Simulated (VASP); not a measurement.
Here is a VASP 6.6.1 calculation.

File INCAR:

```
PREC     = Accurate       # precision mode
ENCUT    = 500            # plane-wave cutoff, eV
EDIFF    = 1E-6           # SCF threshold, eV
ISMEAR   = 0              # smearing method
SIGMA    = 0.02           # smearing width, eV
LREAL    = False          # projectors in reciprocal space
LASPH    = True           # aspherical terms in the spheres
NELM     = 120            # most SCF steps
ALGO     = Normal         # electronic algorithm
ISIF     = 2              # what is computed and relaxed
LWAVE    = False          # write WAVECAR
LCHARG   = False          # write CHGCAR
GGA      = PE             # functional
NBANDS   = 11             # bands
GGA_COMPAT= False
```

KPOINTS

```
regular mesh
0
Gamma
  6 6 6
```

File POSCAR:

```
AlAs
1.0
    0.0000000000      2.8304000000      2.8304000000
    2.8304000000      0.0000000000      2.8304000000
    2.8304000000      2.8304000000      0.0000000000
Al As
1 1
Direct
    0.0000000000      0.0000000000      0.0000000000
    0.2500000000      0.2500000000      0.2500000000
```

Potentials or basis: VASP PAW PBE potentials, release 64 (Al, As).

Command:

```console
$ cat potpaw_PBE.64/Al/POTCAR potpaw_PBE.64/As/POTCAR > POTCAR
$ mpirun -np 1 vasp_std > vasp.out
```

(1) Estimate the pressure.

(2) What does it give for the band gap on the k mesh?

Answers

(1) 2.8 GPa.

(2) 1.43 eV, indirect (least direct gap 2.06 eV).
